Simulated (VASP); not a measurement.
# GaReSi (P4/nmm) in VASP: settings compared, part 2 of 2

VASP 6.6.1. The steps go on from the part before.

### 3 Electric field gradients, r2SCAN

Contents of POSCAR:

```
GaReSi
1.0
    3.1942000000      0.0000000000      0.0000000000
    0.0000000000      3.1942000000      0.0000000000
    0.0000000000      0.0000000000      8.0540000000
Ga Si Re
2 2 2
Direct
    0.5000000000      0.0000000000      0.9144773596
    0.0000000000      0.5000000000      0.0855226404
    0.0000000000      0.5000000000      0.4155080692
    0.5000000000      0.0000000000      0.5844919308
    0.0000000000      0.5000000000      0.7296795174
    0.5000000000      0.0000000000      0.2703204826
```

Contents of INCAR.step1:

```
SYSTEM = GaReSi
ALGO = Normal ; EDIFF = 1E-4
ENCUT = 520 ; GGA = PE
ISMEAR = -1 ; LASPH = .TRUE.
LCHARG = .FALSE. ; LREAL = .FALSE.
LWAVE = .TRUE. ; NBANDS = 33
NELM = 80 ; PREC = Accurate
SIGMA = 0.05
```

Contents of INCAR.step2:

```
SYSTEM = GaReSi
ALGO = Normal ; EDIFF = 1E-8
ENCUT = 520 ; ISIF = 2
ISMEAR = -1 ; ISTART = 1
LASPH = .TRUE. ; LCHARG = .FALSE.
LEFG = .TRUE. ; LMIXTAU = .TRUE.
LREAL = .FALSE. ; LWAVE = .FALSE.
METAGGA = R2SCAN ; NBANDS = 33
NELM = 80 ; PREC = Accurate
SIGMA = 0.05
```

Contents of KPOINTS:

```
k-points
0
G
  10 10 4
  0 0 0
```

Potentials or basis: VASP PAW PBE potentials, release 64 (Ga_d, Si, Re).

Started as:

```sh
$ cat potpaw_PBE.64/Ga_d/POTCAR potpaw_PBE.64/Si/POTCAR potpaw_PBE.64/Re/POTCAR > POTCAR
$ cp INCAR.step1 INCAR
$ mpirun -np 1 vasp_std > vasp.out
$ cp INCAR.step2 INCAR
$ mpirun -np 1 vasp_std > vasp.out
```

OUTCAR:

```text
SYSTEM = GaReSi
   EDIFF = 1E-8
   ENCUT = 520
   ISIF = 2
   ISMEAR = -1
   ISTART = 1
   LASPH = .TRUE.
   LREAL = .FALSE.
   METAGGA = R2SCAN
   NELM = 80
   PREC = Accurate

 ion  position               nearest neighbor table
   1  0.500  0.000  0.914-   2 2.65   2 2.65   2 2.65   2 2.65   4 2.66   5 2.70   5 2.70   5 2.70
                             5 2.70   6 2.87
   2  0.000  0.500  0.086-   1 2.65   1 2.65   1 2.65   1 2.65   3 2.66   6 2.70   6 2.70   6 2.70
                             6 2.70   5 2.87
   3  0.000  0.500  0.416-   5 2.53   6 2.54   6 2.54   6 2.54   6 2.54   4 2.64   4 2.64   4 2.64
                             4 2.64   2 2.66
   4  0.500  0.000  0.584-   6 2.53   5 2.54   5 2.54   5 2.54   5 2.54   3 2.64   3 2.64   3 2.64
                             3 2.64   1 2.66
   5  0.000  0.500  0.730-   3 2.53   4 2.54   4 2.54   4 2.54   4 2.54   1 2.70   1 2.70   1 2.70
                             1 2.70   2 2.87
   6  0.500  0.000  0.270-   4 2.53   3 2.54   3 2.54   3 2.54   3 2.54   2 2.70   2 2.70   2 2.70
                             2 2.70   1 2.87

  LATTYP: Found a simple tetragonal cell.
 ALAT       =     3.1942000000
 C/A-ratio  =     2.5214451193

  Lattice vectors:

 A1 = (   3.1942000000,   0.0000000000,   0.0000000000)
 A2 = (   0.0000000000,   3.1942000000,   0.0000000000)
 A3 = (   0.0000000000,   0.0000000000,   8.0540000000)

Analysis of symmetry for initial positions (statically):
=====================================================================
 Subroutine PRICEL returns:
 Original cell was already a primitive cell.

 Routine SETGRP: Setting up the symmetry group for a
 simple tetragonal supercell.

 Subroutine GETGRP returns: Found 16 space group operations
 (whereof  8 operations were pure point group operations)
 out of a pool of 16 trial point group operations.

The static configuration has the point symmetry D_2d.
 The point group associated with its full space group is D_4h.

Analysis of symmetry for dynamics (positions and initial velocities):
=====================================================================
 Subroutine PRICEL returns:
 Original cell was already a primitive cell.

 Routine SETGRP: Setting up the symmetry group for a
 simple tetragonal supercell.

 Subroutine GETGRP returns: Found 16 space group operations
 (whereof  8 operations were pure point group operations)
 out of a pool of 16 trial point group operations.

The dynamic configuration has the point symmetry D_2d.
 The point group associated with its full space group is D_4h.

 Subroutine INISYM returns: Found 16 space group operations
 (whereof  8 operations are pure point group operations),
 and found     1 'primitive' translations

----------------------------------------------------------------------------------------

                                     Primitive cell

  volume of cell :      82.1743

  direct lattice vectors                    reciprocal lattice vectors
     3.194200000  0.000000000  0.000000000     0.313067435  0.000000000  0.000000000
     0.000000000  3.194200000  0.000000000     0.000000000  0.313067435  0.000000000
     0.000000000  0.000000000  8.054000000     0.000000000  0.000000000  0.124161907

  length of vectors
     3.194200000  3.194200000  8.054000000     0.313067435  0.313067435  0.124161907

  position of ions in fractional coordinates (direct lattice)
[... 117 lines left out ...]
   LRPA    =     F    only Hartree local field effects (RPA)
 non-spin polarized calculation
  energy-cutoff  :      520.00
  volume of cell :       82.17
 maximum number of plane-waves:      2264
 NGX is ok and might be reduce to    24
   NGX = 11   NGY = 11   NGZ = 29

 number of electron      48.0000000 magnetization

 Free energy of the ion-electron system (eV)
  ---------------------------------------------------
  ext. energy  EPLUGINS =         0.00000000
  ---------------------------------------------------
  free energy    TOTEN  =      -147.33329510 eV

  energy without entropy =     -147.33294114  energy(sigma->0) =     -147.33311812

 E-fermi :   9.4107     XC(G=0): -13.9146

 val. band max:        9.2425294227   @ k =   0.0000   0.0000   0.5000
 cond. band min:       9.5827681924   @ k =   0.2000   0.0000   0.0000
 fundamental gap:      0.3402387697
 Fermi energy:         9.4107123619

 k-point     1 :       0.0000    0.0000    0.0000
  band No.  band energies     occupation
      1      -6.4290      2.00000
      2      -6.3492      2.00000
      3      -6.2876      2.00000
      4      -6.2268      2.00000
      5      -6.2268      2.00000
      6      -6.0826      2.00000
[... 853 lines left out ...]
     32      15.1193      0.00000
     33      16.2264      0.00000

 [... further k-points ...]

------------------------ aborting loop because EDIFF is reached ----------------------------------------

  FORCE on cell =-STRESS in cart. coord.  units (eV):
  Direction    XX          YY          ZZ          XY          YZ          ZX
  --------------------------------------------------------------------------------------
  -------------------------------------------------------------------------------------
  Total       -0.5142935     -0.5142935     -0.9370526      0.0000000     -0.0000000      0.0000000
  in kB      -10.0273406    -10.0273406    -18.2700075      0.0000000     -0.0000000      0.0000000
  external PRESSURE =     -12.7748962 kB  Pullay stress =       0.0000000 kB

 VOLUME and BASIS-vectors are now :
 -----------------------------------------------------------------------------
  energy-cutoff  :      520.00
  volume of cell :       82.17
      direct lattice vectors                 reciprocal lattice vectors
     3.194200000  0.000000000  0.000000000     0.313067435  0.000000000  0.000000000
     0.000000000  3.194200000  0.000000000     0.000000000  0.313067435  0.000000000
     0.000000000  0.000000000  8.054000000     0.000000000  0.000000000  0.124161907

 POSITION                                       TOTAL-FORCE (eV/Angst)
 -----------------------------------------------------------------------------------
      1.59710      0.00000      7.36520         0.000000     -0.000000     -0.098010
      0.00000      1.59710      0.68880        -0.000000     -0.000000      0.098010
      0.00000      1.59710      3.34650         0.000000      0.000000     -0.095275
      1.59710      0.00000      4.70750         0.000000     -0.000000      0.095275
      0.00000      1.59710      5.87684         0.000000     -0.000000      0.001031
      1.59710      0.00000      2.17716         0.000000     -0.000000     -0.001031
 -----------------------------------------------------------------------------------
    total drift:                                0.000000      0.000000      0.000000

  FREE ENERGIE OF THE ION-ELECTRON SYSTEM (eV)
  ---------------------------------------------------
  free  energy   TOTEN  =      -147.3332951009 eV

  energy  without entropy=     -147.3329411380  energy(sigma->0) =     -147.33311812

 Electric field gradients (V/A^2)
---------------------------------------------------------------------
 ion       V_xx      V_yy      V_zz      V_xy      V_xz      V_yz
---------------------------------------------------------------------
   1      15.366    15.366   -30.732     0.000     0.000     0.000
   2      15.366    15.366   -30.732    -0.000    -0.000    -0.000
   3       8.439     8.439   -16.877     0.000     0.000     0.000
   4       8.439     8.439   -16.877     0.000    -0.000     0.000
   5      90.429    90.429  -180.859     0.000     0.000    -0.000
   6      90.429    90.429  -180.859    -0.000     0.000     0.000
---------------------------------------------------------------------

 Electric field gradients after diagonalization (V/A^2)
 (convention: |V_zz| > |V_xx| > |V_yy|)
----------------------------------------------------------------------
 ion       V_xx      V_yy      V_zz     asymmetry (V_yy - V_xx)/ V_zz
----------------------------------------------------------------------
   1      15.366    15.366   -30.732       0.000
   2      15.366    15.366   -30.732       0.000
   3       8.439     8.439   -16.877       0.000
   4       8.439     8.439   -16.877       0.000
   5      90.429    90.429  -180.859       0.000
   6      90.429    90.429  -180.859       0.000
----------------------------------------------------------------------

           NMR quadrupolar parameters

 Cq : quadrupolar parameter    Cq=e*Q*V_zz/h
 eta: asymmetry parameters     (V_yy - V_xx)/ V_zz
 Q  : nuclear electric quadrupole moment in mb (millibarn)
----------------------------------------------------------------------
 ion       Cq(MHz)       eta       Q (mb)
----------------------------------------------------------------------
   1      -0.074       0.000       1.000
   2      -0.074       0.000       1.000
   3      -0.041       0.000       1.000
   4      -0.041       0.000       1.000
   5      -0.437       0.000       1.000
   6      -0.437       0.000       1.000
----------------------------------------------------------------------
```

It took 3.8 min on 1 thread of Intel Xeon 6975P-C (Granite Rapids), shared host; peak memory 0.3 GiB.

What came out:

| Property | Result |
| --- | --- |
| Free energy | -147.3333 eV |
| Pressure | -1.3 GPa |
| Largest force | 0.098 eV/Å |
| Band gap on the k mesh | 0.34 eV (least direct gap 0.97 eV) |
| Largest electric field gradient by atom | Ga -30.7; Si -16.9; Re -180.9 V/Å² |

Forces in eV/Å, atoms in the order of the input:
```
Ga   0.000  0.000 -0.098
Ga   0.000  0.000  0.098
Si   0.000  0.000 -0.095
Si   0.000  0.000  0.095
Re   0.000  0.000  0.001
Re   0.000  0.000 -0.001
```

Electric field gradients, principal values (V/Å²):
```csv
atom,least,middle,greatest (by size)
1 Ga,15.366,15.366,-30.732
2 Ga,15.366,15.366,-30.732
3 Si,8.439,8.439,-16.877
4 Si,8.439,8.439,-16.877
5 Re,90.429,90.429,-180.859
6 Re,90.429,90.429,-180.859
```

Caveat: without QUAD_EFG the Cq values of the log hold for a quadrupole moment of 1 mb, not for the nuclei; the PAW data sets were made with another functional, which shifts forces and pressure a little; spin-orbit coupling is left out, which moves the levels of the heavy elements.
